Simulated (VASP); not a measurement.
CoO: single point with PBEsol

Crystal: CoO.

```xyz
2
Lattice="1.5055 0.8692 2.4399 -1.5055 0.8692 2.4399 0.0000 -1.7384 2.4399" Properties=species:S:1:pos:R:3 pbc="T T T"
Co    0.0000    0.0000    0.0000
O     0.0000    0.0000    3.5599
```

```json
{
 "Program": "VASP 6.6.1",
 "Task": "single point",
 "Functional": "PBEsol",
 "Potentials or basis": "VASP PAW PBE potentials, release 64 (Co, O)",
 "Cutoff": "520 eV",
 "k mesh": "18 × 18 × 18",
 "Occupations": "gaussian, width 0.15 eV",
 "Spin": "collinear spin, ferromagnetic start",
 "Starting moments": "[2.64, 0.33] μB"
}
```

* Pressure: -8.9 GPa
* Largest force: 0.018 eV/Å
* Net moment: 2.91 μB per cell
* Site moments: Co +2.55; O +0.31 μB
* Valence electrons inside the program's atomic spheres: Co 7.83; O 4.96

Forces on the atoms (eV/Å):
```
Co   0.000  0.000 -0.018
O    0.000  0.000  0.018
```

Stress tensor (GPa, compression positive):
```
-8.54  0.00  0.00
 0.00 -8.54  0.00
 0.00  0.00 -9.69
```

Levels at points of the mesh, in eV from the Fermi level:
Spin up:
| k point | band 5 | band 6 | band 7 | band 8 | band 9 | band 10 | band 11 | band 12 | band 13 | band 14 |
| --- | --- | --- | --- | --- | --- | --- | --- | --- | --- | --- |
| (0.00, 0.00, 0.00) | -3.18 | -3.18 | -2.73 | -2.73 | -2.69 | 0.88 | 16.54 | 17.89 | 17.89 | 18.09 |
| (0.50, 0.00, 0.00) | -2.41 | -2.40 | -1.86 | 0.01 | 0.10 | 4.94 | 9.19 | 13.31 | 13.46 | 20.35 |
| (0.50, 0.50, 0.00) | -3.78 | -2.83 | -2.38 | -2.11 | -2.11 | 5.70 | 9.72 | 11.43 | 15.60 | 15.83 |
| (0.50, 0.50, 0.50) | -2.38 | -2.38 | -1.83 | 0.14 | 0.14 | 4.85 | 9.29 | 13.18 | 13.18 | 20.26 |
Spin down:
```csv
k point,band 3,band 4,band 5,band 6,band 7,band 8,band 9,band 10
"(0.00, 0.00, 0.00)",-2.81,-2.75,-1.09,-1.09,-0.92,-0.04,-0.04,1.44
"(0.50, 0.00, 0.00)",-4.81,-4.71,-0.14,-0.11,0.19,2.45,2.57,5.30
"(0.50, 0.50, 0.00)",-4.01,-4.00,-2.17,0.16,0.16,0.37,0.81,6.54
"(0.50, 0.50, 0.50)",-4.85,-4.85,-0.10,-0.10,0.23,2.61,2.61,5.16
```

Wall time 7.3 min on 1 thread of Intel Xeon 8259CL, on a shared host, peak memory 0.41 GiB.

Caveat: the cell stands under tension; the PAW data sets were made with another functional, which shifts forces and pressure a little; a cell with one magnetic atom can't hold antiferromagnetic order, which such compounds often take; semilocal functionals often make such compounds metallic where correlation or magnetic order opens a gap, which also shifts bond lengths. With open d or f shells a metallic result of PBEsol can be an artefact of self-interaction; +U or a hybrid may open a gap.
